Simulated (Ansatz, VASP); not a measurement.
**One calculation of SnSe2, two programs**

File INCAR:

```
PREC = Accurate ; ENCUT = 520
EDIFF = 1E-6 ; ISMEAR = 0
SIGMA = 0.01 ; LREAL = F
LASPH = T ; NELM = 60
ALGO = Normal ; ISIF = 2
LWAVE = F ; LCHARG = F
GGA = PE ; NBANDS = 20
```

File KPOINTS:

```
regular mesh
0
Gamma
  12 12 8
```

The input POSCAR:

```
SnSe2
1.0
    3.7576830000      0.0000000000      0.0000000000
   -1.8788420000      3.2542490000      0.0000000000
    0.0000000000      0.0000000000      5.7489440000
Sn Se
1 2
Direct
    0.0000000000      0.0000000000      0.0000000000
    0.3333330000      0.6666670000      0.2734020000
    0.6666670000      0.3333330000      0.7265980000
```

Input for Ansatz:

```yaml
crystal:
  lattice:
    - [3.757683, 0.0, 0.0]
    - [-1.878842, 3.254249, 0.0]
    - [0.0, 0.0, 5.748944]
  atoms:
    - { symbol: Sn, position: [0.0, 0.0, 0.0] }
    - { symbol: Se, position: [0.333333, 0.666667, 0.273402] }
    - { symbol: Se, position: [0.666667, 0.333333, 0.726598] }
scf:
  occupations: { method: gaussian, width: 0.01 }
output:
  forces: true
  stress: true
  eigenvalues: true
  write_density: true
  write_potential: true
  elf: true
  volumetric_format: npy
hamiltonian:
  xc: pbe
basis:
  ecutwfc: 500
kpoints:
  mp_grid: { grid: [12, 12, 8] }
  band_path:
    path:
      - [[0.0, 0.0, 0.0], [0.49999998, -6.0e-08, 0.0], [0.33333332, 0.33333329, 0.0], [0.0, 0.0, 0.0], [0.0, 0.0, 0.5], [0.49999998, -6.0e-08, 0.5], [0.33333332, 0.33333329, 0.5], [0.0, 0.0, 0.5]]
      - [[0.49999998, -6.0e-08, 0.5], [0.49999998, -6.0e-08, 0.0]]
      - [[0.33333332, 0.33333329, 0.5], [0.33333332, 0.33333329, 0.0]]
    npoints: 10
```

Alike in both runs: task single point; functional PBE; k mesh 12 × 12 × 8; occupations gaussian, width 0.01 eV; no spin polarisation.

|  | VASP | Ansatz |
| --- | --- | --- |
| version | VASP 6.6.1 | Ansatz 0.2.0 |
| potentials or method | VASP PAW PBE potentials, release 64 (Sn_d, Se), cutoff 520 eV | scalar-relativistic, plane waves, PAW |
| valence electrons in the cell | 26 | 46 |

```csv
,VASP,Ansatz,Ansatz less VASP
gap on the k mesh at the Fermi level (eV),0.22,0.22,+0.006
least direct gap on the mesh (eV),0.92,0.94,+0.014
pressure (GPa),8.2,8.0,-0.11
rms of the force components (eV/Å),0.165,0.156,-0.0090
```

Atom by atom the forces differ by 0.009 eV/Å (rms over components). VASP's potentials hold 26 valence electrons a cell and Ansatz's 46, so a difference there can come from the potentials and not from the codes. Ansatz's warnings: structure snapped to symmetry.
